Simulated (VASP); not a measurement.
AlSi2B4:

```
CELL_PARAMETERS angstrom
-2.22870 2.22870 3.54818
2.22870 -2.22870 3.54818
2.22870 2.22870 -3.54818
ATOMIC_POSITIONS crystal
Al 0.00000 0.00000 0.00000
Si 0.65652 0.65652 0.00000
Si 0.34348 0.34348 0.00000
B 0.50000 0.00000 0.50000
B 0.75000 0.25000 0.50000
B 0.00000 0.50000 0.50000
B 0.25000 0.75000 0.50000
```

| Quantity | Value |
| --- | --- |
| Program | VASP 6.6.1 |
| Task | relaxation of cell and atoms |
| Functional | PBE |
| Potentials or basis | VASP PAW PBE potentials, release 64 (Al, Si, B) |
| Cutoff | 600 eV |
| k mesh | 12 × 12 × 12 |
| Occupations | gaussian, width 0.1 eV |
| Spin | no spin polarisation |

At the start: pressure -0.6 GPa; volume 10.07 Å³/atom.

Problem. Where does the relaxation end?

Solution. Over 7 steps the energy falls by 2.2 meV/atom and the volume is 10.13 Å³/atom (+0.6 %); space group I4/mmm (No. 139, to 0.05 Å).

Step by step:
```tsv
step	energy change (eV)	largest force (eV/Å)	pressure (GPa)	volume (Å³)
1	0.0000	0.0809	-0.60	70.50
2	-0.0084	0.2121	2.07	70.11
3	-0.0126	0.0982	1.06	70.25
4	-0.0153	0.0321	0.12	70.82
5	-0.0153	0.0380	0.08	70.85
6	-0.0154	0.0186	-0.04	70.92
7	-0.0154	0.0003	0.00	70.89
```

Final structure:
```yaml
crystal:
  lattice:
    - [-2.24559, 2.24559, 3.51469]
    - [2.24559, -2.24559, 3.51469]
    - [2.24559, 2.24559, -3.51469]
  atoms:
    - { symbol: Al, position: [0.00000, 0.00000, 0.00000] }
    - { symbol: Si, position: [0.65660, 0.65660, 0.00000] }
    - { symbol: Si, position: [0.34340, 0.34340, 0.00000] }
    - { symbol: B, position: [0.50000, 0.00000, 0.50000] }
    - { symbol: B, position: [0.75000, 0.25000, 0.50000] }
    - { symbol: B, position: [0.00000, 0.50000, 0.50000] }
    - { symbol: B, position: [0.25000, 0.75000, 0.50000] }
```
